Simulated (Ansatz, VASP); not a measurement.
One calculation of CuO, two programs

File INCAR:

```
SYSTEM = CuO
PREC     = Accurate       ! precision mode
ENCUT    = 520            ! plane-wave cutoff, eV
EDIFF    = 1E-6           ! SCF threshold, eV
ISMEAR   = 0              ! smearing method
SIGMA    = 0.05           ! smearing width, eV
LREAL    = .FALSE.        ! projectors in reciprocal space
LASPH    = .TRUE.         ! aspherical terms in the spheres
NELM     = 150            ! most SCF steps
ALGO     = Normal         ! electronic algorithm
ISIF     = 2              ! what is computed and relaxed
LWAVE    = .FALSE.        ! write WAVECAR
LCHARG   = .TRUE.         ! write CHGCAR
ISPIN    = 2              ! spin polarisation
MAGMOM   = 0.51 -0.51 0 0 ! initial moments
LORBIT   = 11             ! projections on sites
LMAXMIX  = 4              ! l up to which the mixer works
LDAU     = .TRUE.         ! DFT+U
LDAUTYPE = 2            
LDAUL    = 2 -1           ! shell
LDAUU    = 4 0            ! U, eV
LDAUJ    = 0 0          
LDAUPRINT= 1            
GGA      = CA             ! functional
LELF     = .TRUE.         ! ELF
LVHAR    = .TRUE.       
NBANDS   = 29             ! bands
```

The input KPOINTS:

```
regular mesh
0
G
  7 7 4
  0 0 0
```

The input POSCAR:

```
CuO
1.0
    2.3446497600     -1.7133998200      0.0000000000
    2.3446497600      1.7133998200      0.0000000000
   -0.8605499100      0.0000000000      5.0594394800
Cu O
2 2
Direct
    0.0032000000      0.4968000000      0.0000000000
    0.4968000000      0.0032000000      0.5000000000
    0.5714000000      0.4056000000      0.2537000000
    0.4056000000      0.5714000000      0.7537000000
```

Input for Ansatz:

```yaml
crystal:
  lattice:
    - [2.34464976, -1.71339982, 0.0]
    - [2.34464976, 1.71339982, 0.0]
    - [-0.86054991, 0.0, 5.05943948]
  atoms:
    - { symbol: Cu, position: [0.0032, 0.4968, 0.0], spin: 1.0 }
    - { symbol: Cu, position: [0.4968, 0.0032, 0.5], spin: -1.0 }
    - { symbol: O, position: [0.5714, 0.4056, 0.2537] }
    - { symbol: O, position: [0.4056, 0.5714, 0.7537] }
basis:
  ecutwfc: 420
  ecutrho_ratio: 4
kpoints:
  mp_grid: { grid: [7, 7, 4] }
hamiltonian:
  xc: lda
  hubbard:
    sites:
      - { site: 0, l: d, u_eff: 4.0, starting_ns: [{ spin: up, occupation_matrix: s0up }, { spin: down, occupation_matrix: s0down }] }
      - { site: 1, l: d, u_eff: 4.0, starting_ns: [{ spin: up, occupation_matrix: s1up }, { spin: down, occupation_matrix: s1down }] }
    occupation_matrices:
      s0up:
        matrix:
          - [0.97, 0.0, 0.0, 0.0, 0.0]
          - [0.0, 0.97, 0.0, 0.0, 0.0]
          - [0.0, 0.0, 0.97, 0.0, 0.0]
          - [0.0, 0.0, 0.0, 0.97, 0.0]
          - [0.0, 0.0, 0.0, 0.0, 0.97]
      s0down:
        matrix:
          - [0.97, 0.0, 0.0, 0.0, 0.0]
          - [0.0, 0.02, 0.0, 0.0, 0.0]
          - [0.0, 0.0, 0.97, 0.0, 0.0]
          - [0.0, 0.0, 0.0, 0.97, 0.0]
          - [0.0, 0.0, 0.0, 0.0, 0.97]
      s1up:
        matrix:
          - [0.97, 0.0, 0.0, 0.0, 0.0]
          - [0.0, 0.97, 0.0, 0.0, 0.0]
          - [0.0, 0.0, 0.97, 0.0, 0.0]
          - [0.0, 0.0, 0.0, 0.02, 0.0]
          - [0.0, 0.0, 0.0, 0.0, 0.97]
      s1down:
        matrix:
          - [0.97, 0.0, 0.0, 0.0, 0.0]
          - [0.0, 0.97, 0.0, 0.0, 0.0]
          - [0.0, 0.0, 0.97, 0.0, 0.0]
          - [0.0, 0.0, 0.0, 0.97, 0.0]
          - [0.0, 0.0, 0.0, 0.0, 0.97]
    ns_hold: { iters: 12 }
scf:
  occupations: { method: gaussian, width: 0.05 }
  lower_state_search: "off"
  max_iter: 150
output:
  forces: true
  stress: true
  eigenvalues: true
  populations: true
  hubbard: { sites: [{ site: 0, l: d }, { site: 1, l: d }] }
magnetization:
  spin_polarized: true
```

Alike in both runs: task single point; functional LDA; k mesh 7 × 7 × 4; occupations gaussian, width 0.05 eV; collinear spin; Hubbard terms Cu d U = 4.0 eV.

```csv
,VASP,Ansatz
version,VASP 6.6.1,Ansatz 0.2.0
potentials or method,"VASP PAW LDA potentials, release 64 (Cu, O), cutoff 520 eV","scalar-relativistic, plane waves, PAW"
valence electrons in the cell,34,50
```

VASP gave:

```
gap on the k mesh at the Fermi level (eV)                     : 0.23
least direct gap on the mesh (eV)                             : 0.67
pressure (GPa)                                                : -11.4
traceless stress, the component that is largest in VASP (GPa) : 2.91
rms of the force components (eV/Å)                            : 0.394
net moment per atom (μB)                                      : 0.00
size of the moment on the site where the two differ most (μB) : 0.51
```

Q: What did Ansatz give for the same quantities?

A: gap on the k mesh at the Fermi level (eV): 0.06; least direct gap on the mesh (eV): 0.59; pressure (GPa): -7.7; traceless stress, the component that is largest in VASP (GPa): 2.39; rms of the force components (eV/Å): 0.424; net moment per atom (μB): 0.00; size of the moment on the site where the two differ most (μB): 0.46.

LDA's correlation is that of Perdew and Zunger in VASP and of Perdew and Wang (1992) in Ansatz. Site moments also hang on the region over which each program counts them. The programs project onto different local orbitals, so the same U acts differently, and such runs can settle in different states. Atom by atom the forces differ by 0.033 eV/Å (rms over components). VASP's potentials hold 34 valence electrons a cell and Ansatz's 50, so a difference there can come from the potentials and not from the codes. Ansatz's warnings: specified occupation not kept, symmetry narrowed by occupation matrices.
